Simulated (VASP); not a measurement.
Set up this calculation in VASP 6.6.1, as the native input.

| Property | Result |
| --- | --- |
| Task | single point |
| Functional | PBE |
| Potentials or basis | VASP PAW PBE potentials, release 64 (Sb) |
| Cutoff | 520 eV |
| k mesh | 19 × 19 × 19 |
| Occupations | fermi-dirac, width 0.1 eV |
| Spin | no spin polarisation |
| Dipole correction | no |
| Further INCAR settings | ALGO = Normal; EDIFF = 1e-07; NBANDS = 8 |

The structure of Sb lies in POSCAR:

```
Sb
1.0
    0.0000000000      2.3284573740      2.3284573740
    2.3284573740      0.0000000000      2.3284573740
    2.3284573740      2.3284573740      0.0000000000
Sb
1
Direct
    0.0000000000      0.0000000000      0.0000000000
```

This cell differs from its parent crystal: volume scaled by 0.92.

The input as run:

INCAR

```
SYSTEM = Sb
  PREC = Accurate
  ENCUT = 520
  EDIFF = 1E-7
  ISMEAR = -1
  SIGMA = 0.1
  LREAL = .FALSE.
  LASPH = .TRUE.
  NELM = 100
  ALGO = Normal
  ISIF = 2
  LWAVE = .FALSE.
  LCHARG = .FALSE.
  GGA = PE
  NBANDS = 8
```

KPOINTS

```
Automatic mesh
0
G
  19 19 19
  0 0 0
```

Potentials or basis: VASP PAW PBE potentials, release 64 (Sb).

Command:

```sh
$ cat potpaw_PBE.64/Sb/POTCAR > POTCAR
$ mpirun -np 1 vasp_std > vasp.out
```

It gave:

| Property | Result |
| --- | --- |
| Pressure | 5.9 GPa |

It took 27 s on 1 thread of AMD EPYC 7R13 Processor (Zen 3) (shared host), peak memory 0.14 GiB.
